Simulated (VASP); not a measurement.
# AlN in VASP: further runs, part 2 of 2

VASP 6.6.1.

**3. Single point, PBE (10.34 Å³/atom)**

This run uses another cell than the first one, of 10.34 Å³/atom.

Input file INCAR:

```
PREC     = Accurate       # precision mode
ENCUT    = 520            # plane-wave cutoff, eV
EDIFF    = 1E-6           # SCF threshold, eV
ISMEAR   = -1             # smearing method
SIGMA    = 0.05           # smearing width, eV
LREAL    = False          # projectors in reciprocal space
LASPH    = True           # aspherical terms in the spheres
NELM     = 60             # most SCF steps
ALGO     = Normal         # electronic algorithm
ISIF     = 2              # what is computed and relaxed
LWAVE    = False          # write WAVECAR
LCHARG   = True           # write CHGCAR
GGA      = PE             # functional
LELF     = True           # ELF
LVHAR    = True         
NBANDS   = 16             # bands
```

Input file KPOINTS:

```
regular mesh
0
Gamma
  9 9 7
```

Input file POSCAR:

```
AlN
1.0
    3.3557012103      0.0000000000      0.0000000000
   -1.6778506052      2.9061224957      0.0000000000
    0.0000000000      0.0000000000      4.2426688325
Al N
2 2
Direct
    0.6666666667      0.3333333333      0.2500000000
    0.3333333333      0.6666666667      0.7500000000
    0.6666666667      0.3333333333      0.7500000000
    0.3333333333      0.6666666667      0.2500000000
```

Potentials or basis: VASP PAW PBE potentials, release 64 (Al, N).

Started as:

```sh
$ cat potpaw_PBE.64/Al/POTCAR potpaw_PBE.64/N/POTCAR > POTCAR
$ mpirun -np 1 vasp_std > vasp.out
```

OUTCAR:

```text
PREC = Accurate
   ENCUT = 520
   EDIFF = 1E-6
   ISMEAR = -1
   LREAL = False
   LASPH = True
   NELM = 60
   ISIF = 2
   GGA = PE

 ion  position               nearest neighbor table
   1  0.667  0.333  0.250-   4 1.94   4 1.94   4 1.94   3 2.12   3 2.12   2 2.87   2 2.87   2 2.87
                             2 2.87   2 2.87   2 2.87
   2  0.333  0.667  0.750-   3 1.94   3 1.94   3 1.94   4 2.12   4 2.12   1 2.87   1 2.87   1 2.87
                             1 2.87   1 2.87   1 2.87
   3  0.667  0.333  0.750-   2 1.94   2 1.94   2 1.94   1 2.12   1 2.12
[... 661 lines left out ...]
  --------------------------------------------------------------------------------------
  -------------------------------------------------------------------------------------
  Total       -2.0730174     -2.0730174     -1.6751146      0.0000000      0.0000000      0.0000000
  in kB      -80.2744247    -80.2744247    -64.8662482      0.0000000      0.0000000      0.0000000
  external PRESSURE =     -75.1383659 kB  Pullay stress =       0.0000000 kB

 VOLUME and BASIS-vectors are now :
 -----------------------------------------------------------------------------
  energy-cutoff  :      520.00
  volume of cell :       41.37
      direct lattice vectors                 reciprocal lattice vectors
     3.355701210  0.000000000  0.000000000     0.298000310  0.172050559  0.000000000
    -1.677850605  2.906122496  0.000000000     0.000000000  0.344101118  0.000000000
     0.000000000  0.000000000  4.242668832     0.000000000  0.000000000  0.235700697

 POSITION                                       TOTAL-FORCE (eV/Angst)
 -----------------------------------------------------------------------------------
      1.67785      0.96871      1.06067         0.000000     -0.000000      0.000000
     -0.00000      1.93741      3.18200         0.000000      0.000000      0.000000
      1.67785      0.96871      3.18200        -0.000000     -0.000000      0.000000
     -0.00000      1.93741      1.06067         0.000000     -0.000000      0.000000
 -----------------------------------------------------------------------------------
    total drift:                               -0.000000      0.000000     -0.000000

  FREE ENERGIE OF THE ION-ELECTRON SYSTEM (eV)
  ---------------------------------------------------
  free  energy   TOTEN  =       -29.2811561718 eV

  energy  without entropy=      -29.2811561718  energy(sigma->0) =      -29.28115617
```

stdout:

```text
POSCAR found type information on POSCAR AlN
 POSCAR found :  2 types and       4 ions
 scaLAPACK will be used
 LDA part: xc-table for (Slater+PW92), standard interpolation
 POSCAR, INCAR and KPOINTS ok, starting setup
 FFT: planning ... GRIDC
 FFT: planning ... GRID_SOFT
 FFT: planning ... GRID
 WAVECAR not read
 entering main loop
```

Run time: 39 s. Hardware: 1 thread of Intel Xeon 8259CL, shared host; peak memory 0.17 GiB.

Results:

* Free energy: -29.2812 eV
* Pressure: -7.5 GPa
* Band gap on the k mesh: 2.97 eV

Caveat: the cell stands under tension; an odd mesh through Γ misses points on the zone boundary, where band edges can lie.

**4. Single point, PBE (10.54 Å³/atom)**

This run uses another cell than the first one, of 10.54 Å³/atom.

Input file INCAR:

```
SYSTEM = AlN
PREC = Accurate
ENCUT = 520
EDIFF = 1E-7
ISMEAR = -1
SIGMA = 0.05
LREAL = .FALSE.
LASPH = .TRUE.
NELM = 60
ALGO = Normal
ISIF = 2
LWAVE = .FALSE.
LCHARG = .FALSE.
GGA = PE
NBANDS = 16
```

Input file KPOINTS:

```
regular mesh
0
G
  9 9 7
  0 0 0
```

Input file POSCAR:

```
AlN
1.0
    3.3770756797      0.0000000000      0.0000000000
   -1.6885378398      2.9246333291      0.0000000000
    0.0000000000      0.0000000000      4.2696929295
Al N
2 2
Direct
    0.6666666667      0.3333333333      0.2500000000
    0.3333333333      0.6666666667      0.7500000000
    0.6666666667      0.3333333333      0.7500000000
    0.3333333333      0.6666666667      0.2500000000
```

Started as:

```sh
$ cat potpaw_PBE.64/Al/POTCAR potpaw_PBE.64/N/POTCAR > POTCAR
$ mpirun -np 1 vasp_std > vasp.out
```

Wall time 40 s (1 thread of Intel Xeon 8259CL, shared host); peak memory 0.17 GiB.

The run converged. Its results:

| Property | Result |
| --- | --- |
| Free energy | -29.2360 eV |
| Pressure | -10.8 GPa |
| Band gap on the k mesh | 2.83 eV |

Stress tensor (GPa, compression positive):
```
-11.50   0.00   0.00
  0.00 -11.50   0.00
  0.00   0.00  -9.30
```

Levels at points of the mesh, in eV from the valence-band top:
```tsv
k point	band 6	band 7	band 8	band 9	band 10	band 11
(0.00, 0.00, 0.00)	-1.50	-1.50	0.00	2.83	3.93	7.93
```

Caveat: the cell stands under tension.

**5. Single point, PBE (atoms moved at random)**

INCAR: that of step 4 with these lines changed.

```diff
@@ -3,3 +3,3 @@
 ENCUT = 520
-EDIFF = 1E-7
+EDIFF = 1E-6
 ISMEAR = -1
@@ -8,3 +8,3 @@
 LASPH = .TRUE.
-NELM = 60
+NELM = 100
 ALGO = Normal
```

Input file KPOINTS:

```
Automatic mesh
0
G
  9 9 7
  0 0 0
```

Input file POSCAR:

```
AlN
1.0
    3.3121157418      0.0000000000      0.0000000000
   -1.6560578709      2.8683763727      0.0000000000
    0.0000000000      0.0000000000      4.1875630000
Al N
2 2
Direct
    0.6698750000      0.3198000000      0.2522210000
    0.3225800000      0.6714430000      0.7545390000
    0.6734740000      0.3386690000      0.7491070000
    0.3320150000      0.6802010000      0.2459270000
```

Started as:

```sh
$ cat potpaw_PBE.64/Al/POTCAR potpaw_PBE.64/N/POTCAR > POTCAR
$ mpirun -np 1 vasp_std > vasp.out
```

It took 3.4 min on 1 thread of Intel Xeon 8259CL, shared host; peak memory 0.27 GiB.

The run converged. Its results:

| Quantity | Value |
| --- | --- |
| Free energy | -29.2238 eV |
| Pressure | 1.0 GPa |
| Largest force | 1.448 eV/Å |
| Band gap on the k mesh | 3.26 eV |

Forces in eV/Å, atoms in the order of the input:
```
Al  -0.691  1.272  0.030
Al   0.880  0.086 -0.090
N   -0.781 -0.174 -0.104
N    0.592 -1.184  0.164
```

Stress tensor (GPa, compression positive):
```
-2.13  5.11  0.01
 5.11  5.02  0.08
 0.01  0.08  0.25
```

Levels at points of the mesh, in eV from the valence-band top:
```tsv
k point	band 4	band 5	band 6	band 7	band 8	band 9	band 10	band 11	band 12	band 13
(0.00, 0.00, 0.00)	-3.47	-3.05	-1.67	-1.53	0.00	3.26	4.40	8.26	8.28	11.00
```

Caveat: the cell differs from its parent crystal (atoms moved at random); an odd mesh through Γ misses points on the zone boundary, where band edges can lie; forces of over 1 eV/Å act on the atoms, so gaps and moduli don't describe the material at rest.

**6. Summary**

| cell | gap on the mesh (eV) | pressure (GPa) |
| --- | --- | --- |
| a = 3.334, b = 3.334, c = 4.215 Å, angles 90.0, 90.0, 120.0°, 4 atoms, atomic positions A | 3.12 | -4.0 |
| a = 3.356, b = 3.356, c = 4.243 Å, angles 90.0, 90.0, 120.0°, 4 atoms, atomic positions A | 2.97 | -7.5 |
| a = 3.377, b = 3.377, c = 4.270 Å, angles 90.0, 90.0, 120.0°, 4 atoms, atomic positions A | 2.83 | -10.8 |
| a = 3.312, b = 3.312, c = 4.188 Å, angles 90.0, 90.0, 120.0°, 4 atoms, atomic positions B | 3.26 | 1.0 |

Alike in all rows: task single point; level PBE; potentials or basis VASP PAW PBE potentials, release 64 (Al, N); no spin polarisation; k mesh 9 × 9 × 7; cutoff (eV) 520; smearing fermi-dirac 0.05 eV.

Caveats: the cell stands under tension (at least some runs); an odd mesh through Γ misses points on the zone boundary, where band edges can lie (at least some runs); forces of over 1 eV/Å act on the atoms, so gaps and moduli don't describe the material at rest (at least some runs).

Total energies depend on the potentials used, so only differences within one code and one set of settings carry meaning.
